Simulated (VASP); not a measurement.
NaI, 2 atoms in the cell. Symmetry: Fm-3m, No. 225, cubic system. The conventional cell has a = 6.220 Å, b = 6.220 Å, c = 6.220 Å, α = 90.00°, β = 90.00°, γ = 90.00°. Na (site symmetry m-3m) has 6 I at 3.11 Å within 4.1 Å. I (site symmetry m-3m) has 6 Na at 3.11 Å within 4.1 Å. 

```yaml
Program: VASP 6.6.1
Task: vibrations by perturbation theory
Functional: LDA
Potentials_or_basis: VASP PAW LDA potentials, release 64 (Na_pv, I)
Cutoff: 520 eV
k_mesh: 6 × 6 × 6
Occupations: gaussian, width 0.01 eV
Spin: no spin polarisation
Dipole_correction: no
Further_INCAR_settings: ALGO = Normal; EDIFF = 1e-08; IBRION = 8; NSW = 1
```

Potentials or basis: VASP PAW LDA potentials, release 64 (Na_pv, I).

Command:

```bash
$ cat potpaw_LDA.64/Na_pv/POTCAR potpaw_LDA.64/I/POTCAR > POTCAR
$ mpirun -np 1 vasp_std > vasp.out
```

Hardware: 1 thread of Intel(R) Xeon(R) Platinum 8259CL CPU @ 2.50GHz (Skylake/Cascade Lake), on a shared host.

How long does it take, and how much memory?

Wall time 74 s on 1 thread of Intel(R) Xeon(R) Platinum 8259CL CPU @ 2.50GHz (Skylake/Cascade Lake) (shared host), peak memory 0.23 GiB. Counts: scf iterations 35, k points 16.
